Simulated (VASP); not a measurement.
# Ru5N in VASP: a series of runs

The runs below take Ru5N through single point, with PBE.

All numbers are computed with VASP 6.6.1; they aren't measurements. Logs are shortened: lines on timing, memory, paths and dates and some standing lists are left out, and cuts for length are marked.

### 1 The cell of the first run

The cell holds a slab with vacuum, 6 atoms: a = 2.720 Å, b = 2.720 Å, c = 24.036 Å, α = 90.00°, β = 90.00°, γ = 120.00°.

### 2 Single point, PBE

INCAR reads:

```
  PREC = Accurate
  ENCUT = 520
  EDIFF = 1E-6
  ISMEAR = 0
  SIGMA = 0.1
  LREAL = F
  LASPH = T
  NELM = 100
  ALGO = Fast
  ISIF = 2
  LWAVE = F
  LCHARG = F
  LDIPOL = T
  IDIPOL = 3
  DIPOL = 0.5 0.5 0.383
  GGA = PE
  NBANDS = 46
```

KPOINTS reads:

```
regular mesh
0
Gamma
  12 12 1
```

POSCAR reads:

```
Ru5N
1.0
    2.7197977465      0.0000000000      0.0000000000
   -1.3598988732      2.3554139416      0.0000000000
    0.0000000000      0.0000000000     24.0359895925
Ru N
5 1
Direct
    0.6666666667      0.3333333333      0.1664171132
    0.3333333333      0.6666666667      0.2557968275
    0.6666666667      0.3333333333      0.3452060919
    0.3333333333      0.6666666667      0.4352311869
    0.6666666667      0.3333333333      0.5215507997
    0.8333333333      1.0000000000      0.5766763997
```

Potentials or basis: VASP PAW PBE potentials, release 64 (Ru_pv, N).

Command:

```bash
> cat potpaw_PBE.64/Ru_pv/POTCAR potpaw_PBE.64/N/POTCAR > POTCAR
> mpirun -np 1 vasp_std > vasp.out
```

OUTCAR:

```text
PREC = Accurate
   ENCUT = 520
   EDIFF = 1E-6
   ISMEAR = 0
   LREAL = F
   LASPH = T
   NELM = 100
   ISIF = 2
   GGA = PE

 ion  position               nearest neighbor table
   1  0.667  0.333  0.166-   2 2.66   2 2.66   2 2.66
   2  0.333  0.667  0.256-   1 2.66   1 2.66   1 2.66   3 2.66   3 2.66   3 2.66
   3  0.667  0.333  0.345-   2 2.66   2 2.66   2 2.66   4 2.67   4 2.67   4 2.67
   4  0.333  0.667  0.435-   5 2.60   5 2.60   5 2.60   3 2.67   3 2.67   3 2.67
   5  0.667  0.333  0.522-   6 1.79   6 2.10   6 2.38   4 2.60   4 2.60   4 2.60
   6  0.833  0.000  0.577-   5 1.79   5 2.10   5 2.38

  LATTYP: Found a hexagonal cell.
 ALAT       =     2.7197977465
 C/A-ratio  =     8.8374180115

  Lattice vectors:

 A1 = (   2.7197977465,   0.0000000000,   0.0000000000)
 A2 = (  -1.3598988732,   2.3554139416,   0.0000000000)
 A3 = (   0.0000000000,   0.0000000000,  24.0359895925)

Analysis of symmetry for initial positions (statically):
=====================================================================
 Subroutine PRICEL returns:
 Original cell was already a primitive cell.

 Routine SETGRP: Setting up the symmetry group for a
 hexagonal supercell.

 Subroutine GETGRP returns: Found  1 space group operations
 (whereof  1 operations were pure point group operations)
 out of a pool of 24 trial point group operations.

The static configuration has the point symmetry C_1 .

Analysis of symmetry for dynamics (positions and initial velocities):
=====================================================================
 Subroutine PRICEL returns:
 Original cell was already a primitive cell.

 Routine SETGRP: Setting up the symmetry group for a
 hexagonal supercell.

 Subroutine GETGRP returns: Found  1 space group operations
 (whereof  1 operations were pure point group operations)
 out of a pool of 24 trial point group operations.

The dynamic configuration has the point symmetry C_1 .

 Subroutine INISYM returns: Found  1 space group operations
 (whereof  1 operations are pure point group operations),
 and found     1 'primitive' translations

----------------------------------------------------------------------------------------

                                     Primitive cell

  volume of cell :     153.9805

  direct lattice vectors                    reciprocal lattice vectors
     2.719797746  0.000000000  0.000000000     0.367674398  0.212276913  0.000000000
[... 103 lines left out ...]
   TEBEG  =    0.0;   TEEND  =   0.0 temperature during run
   PSTRESS=    0.0 pullay stress
   NELECT =      75.0000    total number of electrons
   NUPDOWN=      -1.0000    fix difference up-down
   EMIN   =  10.00;   EMAX   =-10.00  energy-range for DOS
   EFERMI =   0.00;   METHOD = LEGACY
   ISMEAR =     0;   SIGMA  =   0.10  broadening in eV -4-tet -1-fermi 0-gaus
   EFERMI_NEDOS =   21; number of points for ismear=-14 and -15
   IALGO  =     68    algorithm
   IMIX   =      4    mixing-type and parameters
     AMIX     =   0.40;   BMIX     =  1.00
     AMIX_MAG =   1.60;   BMIX_MAG =  1.00
  volume/ion in A,a.u.               =      25.66       173.19
  Fermi-wavevector in a.u.,A,eV,Ry     =   1.288071  2.434102 22.573809  1.659128
  Thomas-Fermi vector in A             =   2.420047
   LORBIT       =      0    0 simple, 1 ext, 2 COOP (PROOUT), +10 PAW based schemes
   GGA     = PE    functional components
   LHFCALC =     F    Hartree Fock is set to
   AEXX    =    0.0000 exact exchange contribution
   IVDW    =     0    specifies the selected vdW correction
   LEPSILON=     F    determine dielectric tensor
   LRPA    =     F    only Hartree local field effects (RPA)
 non-spin polarized calculation
 RMM-DIIS sequential band-by-band and
 Gauss-broadening in eV      SIGMA  =   0.10
  energy-cutoff  :      520.00
  volume of cell :      153.98
 maximum number of plane-waves:      4185
   NGX = 11   NGY = 11   NGZ = 89

 dipolmoment           0.000000      0.000000     -0.012644 electrons x Angstroem

 number of electron      75.0000017 magnetization

 dipolmoment           0.000000      0.000000      0.066521 electrons x Angstroem

 Free energy of the ion-electron system (eV)
  ---------------------------------------------------
  ext. energy  EPLUGINS =         0.00000000
  ---------------------------------------------------
  free energy    TOTEN  =       -50.97181050 eV

  energy without entropy =      -50.94680540  energy(sigma->0) =      -50.95930795

 E-fermi :   2.8384     XC(G=0):  -7.5313

 val. band max:        2.8368650022   @ k =  -0.2500   0.2500   0.0000
 cond. band min:       2.8484089101   @ k =   0.0000   0.2500   0.0000
 fundamental gap:      0.0115439079
 Fermi energy:         2.8384342424

 k-point     1 :       0.0000    0.0000    0.0000
  band No.  band energies     occupation
      1     -41.2774      2.00000
      2     -40.7230      2.00000
      3     -40.6335      2.00000
      4     -40.5190      2.00000
      5     -40.2610      2.00000
      6     -39.9354      2.00000
[... 1165 lines left out ...]
     45       4.2143      0.00000
     46       4.4375      0.00000

 [... further k-points ...]

------------------------ aborting loop because EDIFF is reached ----------------------------------------

 vacuum level on the upper side and lower side of the slab       (xc-potential included)         0.777        -1.016

  FORCE on cell =-STRESS in cart. coord.  units (eV):
  Direction    XX          YY          ZZ          XY          YZ          ZX
  --------------------------------------------------------------------------------------
  -------------------------------------------------------------------------------------
  Total        1.8399450      0.3855755      2.6181925     -1.0975235     -0.9358368      3.8089719
  in kB       19.1447445      4.0119379     27.2424588    -11.4198018     -9.7374411     39.6325933
  external PRESSURE =      16.7997137 kB  Pullay stress =       0.0000000 kB

 VOLUME and BASIS-vectors are now :
 -----------------------------------------------------------------------------
  energy-cutoff  :      520.00
  volume of cell :      153.98
      direct lattice vectors                 reciprocal lattice vectors
     2.719797746  0.000000000  0.000000000     0.367674398  0.212276913  0.000000000
    -1.359898873  2.355413942  0.000000000     0.000000000  0.424553826  0.000000000
     0.000000000  0.000000000 24.035989592     0.000000000  0.000000000  0.041604278

 POSITION                                       TOTAL-FORCE (eV/Angst)
 -----------------------------------------------------------------------------------
      1.35990      0.78514      4.00000         0.002629      0.025722      0.706391
     -0.00000      1.57028      6.14833        -0.015398     -0.016745     -0.425831
      1.35990      0.78514      8.29737         0.025482     -0.027694     -0.290256
     -0.00000      1.57028     10.46121        -0.713085      0.137348     -2.262964
      1.35990      0.78514     12.53599        -1.082578      0.376762      2.213729
      2.26650      0.00000     13.86099         1.782952     -0.495393      0.058931
 -----------------------------------------------------------------------------------
    total drift:                               -0.000077     -0.000001      0.000244

  FREE ENERGIE OF THE ION-ELECTRON SYSTEM (eV)
  ---------------------------------------------------
  free  energy   TOTEN  =       -50.9718105024 eV

  energy  without entropy=      -50.9468054029  energy(sigma->0) =      -50.95930795

 vacuum level on the upper side and lower side of the slab         9.743         7.933
```

stdout:

```text
POSCAR found type information on POSCAR RuN
 POSCAR found :  2 types and       6 ions
 scaLAPACK will be used
 LDA part: xc-table for (Slater+PW92), standard interpolation
 POSCAR, INCAR and KPOINTS ok, starting setup
 FFT: planning ... GRIDC
 FFT: planning ... GRID_SOFT
 FFT: planning ... GRID
 WAVECAR not read
 entering main loop
```

Run time: 43 min. Hardware: 1 thread of Oxide Virtual Turin-like, shared host; peak memory 0.49 GiB.

What came out:

* Free energy: -50.9718 eV
* Largest force: 2.493 eV/Å
* Band gap on the k mesh: zero (an odd number of electrons rules out a gap without spin polarisation)

Forces in eV/Å, atoms in the order of the input:
```
Ru   0.003  0.026  0.706
Ru  -0.015 -0.017 -0.426
Ru   0.025 -0.028 -0.290
Ru  -0.713  0.137 -2.263
Ru  -1.083  0.377  2.214
N    1.783 -0.495  0.059
```

Levels at points of the mesh, in eV from the Fermi level:
| k point | band 34 | band 35 | band 36 | band 37 | band 38 | band 39 | band 40 | band 41 |
| --- | --- | --- | --- | --- | --- | --- | --- | --- |
| (0.00, 0.00, 0.00) | -1.87 | -1.83 | -1.36 | -0.99 | -0.78 | -0.58 | -0.29 | 0.05 |
| (0.50, 0.00, 0.00) | -0.12 | 0.26 | 0.63 | 1.02 | 1.20 | 1.42 | 1.60 | 1.70 |
| (0.00, 0.50, 0.00) | -0.14 | 0.09 | 0.61 | 0.93 | 1.24 | 1.42 | 1.56 | 1.60 |
| (0.50, 0.50, 0.00) | -0.20 | -0.06 | 0.64 | 1.07 | 1.26 | 1.42 | 1.60 | 1.72 |

### 3 Single point, PBE

INCAR reads:

```
SYSTEM = Ru5N
ALGO = Fast
DIPOL = 0.5 0.5 0.383
EDIFF = 1E-7
ENCUT = 520
GGA = PE
IDIPOL = 3
ISIF = 2
ISMEAR = 0
LASPH = .TRUE.
LCHARG = .FALSE.
LDIPOL = .TRUE.
LREAL = .FALSE.
LWAVE = .FALSE.
NBANDS = 46
NELM = 60
PREC = Accurate
SIGMA = 0.1
```

KPOINTS reads:

```
k-points
0
G
  12 12 1
  0 0 0
```

Changes to POSCAR since step 2:

```diff
@@ -13,2 +13,2 @@
     0.6666666667      0.3333333333      0.5215507997
-    0.8333333333      1.0000000000      0.5766763997
+    1.1666666667      0.6666666667      0.5764684470
```

Potentials or basis: VASP PAW PBE potentials, release 64 (Ru_pv, N).

Command:

```bash
> cat potpaw_PBE.64/Ru_pv/POTCAR potpaw_PBE.64/N/POTCAR > POTCAR
> mpirun -np 1 vasp_std > vasp.out
```

Run time: 27 min. Hardware: 1 thread of Oxide Virtual Turin-like, shared host; peak memory 0.49 GiB.

The run converged. Its results:

* Free energy: -51.1967 eV
* Largest force: 3.179 eV/Å
* Band gap on the k mesh: zero (an odd number of electrons rules out a gap without spin polarisation)

Forces in eV/Å, atoms in the order of the input:
```
Ru  -0.033  0.006  0.774
Ru  -0.005 -0.021 -0.510
Ru   0.051  0.027 -0.501
Ru  -0.044 -0.296 -1.447
Ru  -2.685 -0.462  1.638
N    2.716  0.746  0.046
```

Levels at points of the mesh, in eV from the Fermi level:
```csv
k point,band 35,band 36,band 37,band 38,band 39,band 40
"(0.00, 0.00, 0.00)",-1.91,-1.36,-0.91,-0.79,-0.61,-0.11
"(0.50, 0.00, 0.00)",-0.03,0.64,1.02,1.19,1.37,1.54
"(0.00, 0.50, 0.00)",0.04,0.67,0.80,1.32,1.38,1.53
"(0.50, 0.50, 0.00)",0.18,0.68,1.06,1.28,1.38,1.52
```
